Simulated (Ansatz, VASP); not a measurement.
Two plane-wave programs on CdS

Contents of POSCAR:

```
CdS
1.0
    0.0000000000      2.9392148416      2.9392148416
    2.9392148416      0.0000000000      2.9392148416
    2.9392148416      2.9392148416      0.0000000000
Cd S
1 1
Direct
    0.0000000000      0.0000000000      0.0000000000
    0.2500000000      0.2500000000      0.2500000000
```

The input INCAR.step1:

```
  PREC = Accurate
  ENCUT = 520
  ISMEAR = -1
  SIGMA = 0.5
  LREAL = F
  LASPH = T
  NELM = 100
  NBANDS = 16
  GGA = PE
  ALGO = Normal
  EDIFF = 1E-4
  LWAVE = T
  LCHARG = F
```

File INCAR.step2:

```
  PREC = Accurate
  ENCUT = 520
  EDIFF = 1E-6
  ISMEAR = -1
  SIGMA = 0.5
  LREAL = F
  LASPH = T
  NELM = 100
  ALGO = Normal
  ISIF = 2
  LWAVE = F
  LCHARG = F
  METAGGA = R2SCAN
  LMIXTAU = T
  NBANDS = 16
  ISTART = 1
```

The input KPOINTS:

```
Automatic mesh
0
Gamma
  6 6 6
```

Input for Ansatz:

```yaml
crystal:
  lattice:
    - [0.0, 2.9392148416, 2.9392148416]
    - [2.9392148416, 0.0, 2.9392148416]
    - [2.9392148416, 2.9392148416, 0.0]
  atoms:
    - { symbol: Cd, position: [0.0, 0.0, 0.0] }
    - { symbol: S, position: [0.25, 0.25, 0.25] }
kpoints:
  mp_grid: { grid: [6, 6, 6] }
hamiltonian:
  xc: r2scan
scf:
  occupations: { method: fermi_dirac, width: 0.5 }
  n_extra_bands: 4
output:
  forces: true
  stress: true
  eigenvalues: true
```

Alike in both runs: task single point; functional r2SCAN; k mesh 6 × 6 × 6; occupations fermi-dirac, width 0.5 eV; no spin polarisation.

|  | VASP | Ansatz |
| --- | --- | --- |
| version | VASP 6.6.1 | Ansatz 0.2.0 |
| potentials or method | VASP PAW PBE potentials, release 64 (Cd, S) | plane waves |
| plane-wave cutoff (eV) | 520 | 500 |
| valence electrons in the cell | 18 | 26 |

|  | VASP | Ansatz | Ansatz less VASP |
| --- | --- | --- | --- |
| pressure (GPa) | 0.6 | 0.3 | -0.31 |

VASP's potentials were made for PBE, not for r2SCAN. VASP's potentials hold 18 valence electrons a cell and Ansatz's 26, so a difference there can come from the potentials and not from the codes.
